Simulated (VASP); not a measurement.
Runs of VASP 6.6.1 on WS2. The structure is that of space group P-3m1 (No. 164), or close to it. The cells are those of the table. 

```csv
cell,gap on the mesh (eV),largest force (eV/Å)
"a = 3.321, b = 3.321, c = 21.147 Å, angles 90.0, 90.0, 120.0°, 6 atoms",none,2.22
"a = 2.960, b = 2.960, c = 26.613 Å, angles 90.0, 90.0, 120.0°, 6 atoms",1.00,2.31
"a = 3.389, b = 3.389, c = 20.310 Å, angles 90.0, 90.0, 120.0°, 6 atoms",none,2.92
"a = 3.235, b = 3.235, c = 22.293 Å, angles 90.0, 90.0, 120.0°, 6 atoms",(a),1.17
```

Alike in all rows: task single point; level PBEsol; potentials or basis VASP PAW PBE potentials, release 64 (W_sv, S); no spin polarisation; k mesh 12 × 12 × 2; cutoff (eV) 520; smearing gaussian 0.05 eV.

Problem. Estimate the missing entries.

Solution. (a) 0.48.

Caveats: there is no dipole correction, which matters where the two faces differ; the PAW data sets were made with another functional, which shifts forces and pressure a little; spin-orbit coupling is left out, which moves the levels of the heavy elements.

A k mesh can miss the band edges, and the runs leave out spin-orbit coupling on W.

A gap of «none» marks levels without a gap at the run's occupations.
